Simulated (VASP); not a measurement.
Here is a VASP 6.6.1 calculation.

The input INCAR:

```
PREC = Accurate ; ENCUT = 1340
EDIFF = 1E-6 ; ISMEAR = 0
SIGMA = 0.1 ; LREAL = False
LASPH = True ; NELM = 120
ALGO = Normal ; ISIF = 2
LWAVE = False ; LCHARG = False
NBANDS = 20 ; GGA_COMPAT = False
```

The input KPOINTS:

```
Automatic mesh
0
Gamma
  6 6 6
```

The input POSCAR:

```
ScHO2
1.0
    1.5830595319      0.9139798469      4.4563462091
   -1.5830595319      0.9139798469      4.4563462091
    0.0000000000     -1.8279596938      4.4563462091
Sc H O
1 1 2
Direct
    0.0000000000      0.0000000000      0.0000000000
    0.5000000000      0.5000000000      0.5000000000
    0.5903039462      0.5903039462      0.5903039462
    0.4096960538      0.4096960538      0.4096960538
```

Potentials or basis: VASP PAW LDA potentials, release 64 (Sc_sv, H_h, O_h).

The run is started by

```console
$ cat potpaw_LDA.64/Sc_sv/POTCAR potpaw_LDA.64/H_h/POTCAR potpaw_LDA.64/O_h/POTCAR > POTCAR
$ mpirun -np 1 vasp_std > vasp.out
```

**Question.** What does it give for the largest force?

**Answer.** 0.100 eV/Å.

**Question.** What does it give for the band gap on the k mesh?

**Answer.** 4.07 eV (least direct gap 4.46 eV).

**Question.** Predict the pressure.

**Answer.** 0.8 GPa.

Forces in eV/Å, atoms in the order of the input:
```
Sc   0.000  0.000  0.000
H    0.000  0.000  0.000
O    0.000  0.000 -0.100
O    0.000  0.000  0.100
```

A k mesh can miss the band edges.
